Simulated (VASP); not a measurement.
Here is a VASP 6.6.1 calculation.

INCAR

```
SYSTEM = WS2
PREC     = Accurate       ! precision mode
ENCUT    = 520            ! plane-wave cutoff, eV
EDIFF    = 1E-6           ! SCF threshold, eV
ISMEAR   = 0              ! smearing method
SIGMA    = 0.02           ! smearing width, eV
LREAL    = .FALSE.        ! projectors in reciprocal space
LASPH    = .TRUE.         ! aspherical terms in the spheres
NELM     = 60             ! most SCF steps
ALGO     = Normal         ! electronic algorithm
ISIF     = 2              ! what is computed and relaxed
LWAVE    = .FALSE.        ! write WAVECAR
LCHARG   = .TRUE.         ! write CHGCAR
LDIPOL   = .TRUE.       
IDIPOL   = 3            
DIPOL    = 0.5 0.5 0.500
GGA      = PE             ! functional
IVDW     = 12             ! dispersion correction
LELF     = .TRUE.         ! ELF
LVHAR    = .TRUE.       
LVACPOTAV= .TRUE.       
NBANDS   = 20             ! bands
```

KPOINTS

```
Automatic mesh
0
G
  12 12 1
  0 0 0
```

POSCAR

```
WS2
1.0
    3.2229348643      0.0000000000      0.0000000000
   -1.6114674321      2.7364151640      0.0000000000
    0.0000000000      0.0000000000     32.2905332489
S W
2 1
Direct
    0.3329548182      0.6659096364      0.4515459704
    0.3329548182      0.6659096364      0.5484540296
    0.6674236970      0.3348473940      0.5000000000
```

Potentials or basis: VASP PAW PBE potentials, release 64 (S, W_sv).

The run is started by

```sh
$ cat potpaw_PBE.64/S/POTCAR potpaw_PBE.64/W_sv/POTCAR > POTCAR
$ mpirun -np 1 vasp_std > vasp.out
```

Problem. What does it give for the band gap on the k mesh?

Solution. 1.78 eV.

Problem. Estimate the dispersion energy per atom.

Solution. -0.304 eV.

Problem. Estimate the largest force.

Solution. 0.006 eV/Å.

Forces in eV/Å, atoms in the order of the input:
```
S    0.000 -0.003 -0.006
S    0.000 -0.003  0.006
W    0.000  0.006  0.000
```

Caveat: the cell differs from its parent crystal (strain along x +0.020, then relaxed in part); spin-orbit coupling is left out, which moves the levels of the heavy elements.
